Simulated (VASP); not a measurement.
Set up this calculation in VASP 6.6.1, as the native input.

* Task: single point
* Functional: PBE
* Potentials or basis: VASP PAW PBE potentials, release 64 (Ge_d)
* Cutoff: 500 eV
* k mesh: 9 × 9 × 8
* Occupations: gaussian, width 0.1 eV
* Spin: no spin polarisation
* Dipole correction: no
* Further INCAR settings: ALGO = Normal; EDIFF = 1e-06; NBANDS = 13

The structure of Ge lies in POSCAR:

```
Ge
1.0
    2.6387670612      0.0000000000      0.0000000000
   -1.3193835306      2.2852393097      0.0000000000
    0.0000000000      0.0000000000      2.4835063516
Ge
1
Direct
    0.0000000000      0.0000000000      0.0000000000
```

This isn't the form of Ge at room conditions, which is diamond.

This cell differs from its parent crystal: Si replaced by Ge, lengths x 1.049, strained.

One way to write it, as run:

INCAR

```
PREC     = Accurate       # precision mode
ENCUT    = 500            # plane-wave cutoff, eV
EDIFF    = 1E-6           # SCF threshold, eV
ISMEAR   = 0              # smearing method
SIGMA    = 0.1            # smearing width, eV
LREAL    = F              # projectors in reciprocal space
LASPH    = T              # aspherical terms in the spheres
NELM     = 120            # most SCF steps
ALGO     = Normal         # electronic algorithm
ISIF     = 2              # what is computed and relaxed
LWAVE    = F              # write WAVECAR
LCHARG   = F              # write CHGCAR
GGA      = PE             # functional
NBANDS   = 13             # bands
GGA_COMPAT= F
```

KPOINTS

```
Automatic mesh
0
Gamma
  9 9 8
```

Potentials or basis: VASP PAW PBE potentials, release 64 (Ge_d).

Run with:

```sh
$ cat potpaw_PBE.64/Ge_d/POTCAR > POTCAR
$ mpirun -np 1 vasp_std > vasp.out
```

Results of the run:

```json
{"Pressure": "29.9 GPa", "Band gap on the k mesh": "zero (bands 7 and 8 overlap by 12.46 eV)"}
```

Caveat: the cell differs from its parent crystal (Si replaced by Ge, lengths x 1.049, strained); the cell stands under pressure.

Wall time 4.5 s on 1 thread of Intel(R) Xeon(R) 6975P-C (Granite Rapids) (shared host), peak memory 0.12 GiB.
